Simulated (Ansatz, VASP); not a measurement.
# Two plane-wave programs on SiC

```
CELL_PARAMETERS angstrom
1.26693 0.73146 7.17825
-1.26693 0.73146 7.17825
0.00000 -1.46293 7.17825
ATOMIC_POSITIONS crystal
C 0.17672 0.17672 0.17672
C 0.82328 0.82328 0.82328
Si 0.72860 0.72860 0.72860
Si 0.27140 0.27140 0.27140
```

Alike in both runs: task single point; functional PBE; k mesh 8 × 8 × 8; occupations fermi-dirac, width 0.02 eV; no spin polarisation.

```csv
,VASP,Ansatz
version,VASP 6.6.1,Ansatz 0.2.0
potentials or method,"VASP PAW PBE potentials, release 64 (C, Si)",plane waves
plane-wave cutoff (eV),520,420
valence electrons in the cell,16,16
```

VASP gave:

| Property | Result |
| --- | --- |
| pressure (GPa) | 3.4 |
| rms of the force components (eV/Å) | 0.154 |

**Question.** Which values does Ansatz return?

**Answer.** Pressure (GPa): 3.3; rms of the force components (eV/Å): 0.157.

The functional is the same, so the differences come from potentials, cutoffs and numerics.
